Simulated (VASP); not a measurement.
Set up this calculation in VASP 6.6.1, as the native input.

* Task: relaxation of cell and atoms
* Functional: LDA
* Potentials or basis: VASP PAW LDA potentials, release 64 (Rh_pv)
* Cutoff: 600 eV
* k mesh: 20 × 20 × 20
* Occupations: gaussian, width 0.1 eV
* Spin: no spin polarisation
* Dipole correction: no
* Further INCAR settings: ALGO = Fast; EDIFF = 1e-06; IBRION = 2; EDIFFG = -0.005; NSW = 100; ISIF = 3

The structure of Rh lies in POSCAR:

```
Rh
1.0
    0.0000000000      1.8788279487      1.8788279487
    1.8788279487      0.0000000000      1.8788279487
    1.8788279487      1.8788279487      0.0000000000
Rh
1
Direct
    0.0000000000      0.0000000000      0.0000000000
```

The input as run:

INCAR

```
PREC     = Accurate       # precision mode
ENCUT    = 600            # plane-wave cutoff, eV
EDIFF    = 1E-6           # SCF threshold, eV
ISMEAR   = 0              # smearing method
SIGMA    = 0.1            # smearing width, eV
LREAL    = F              # projectors in reciprocal space
LASPH    = T              # aspherical terms in the spheres
NELM     = 60             # most SCF steps
ALGO     = Fast           # electronic algorithm
ISIF     = 3              # what is computed and relaxed
LWAVE    = F              # write WAVECAR
LCHARG   = F              # write CHGCAR
GGA      = CA             # functional
IBRION   = 2              # ionic algorithm
NSW      = 100            # ionic steps
EDIFFG   = -0.005         # ionic threshold
```

KPOINTS

```
Automatic mesh
0
Gamma
  20 20 20
```

Potentials or basis: VASP PAW LDA potentials, release 64 (Rh_pv).

The run is started by

```sh
$ cat potpaw_LDA.64/Rh_pv/POTCAR > POTCAR
$ mpirun -np 1 vasp_std > vasp.out
```

Results of the run:

- Pressure after relaxing: 0.0 GPa

Caveat: the relaxation stopped at its first step, so nothing moved.

It took 19 s on 1 thread of Intel(R) Xeon(R) Platinum 8488C (Sapphire Rapids), on a shared host, peak memory 0.16 GiB.
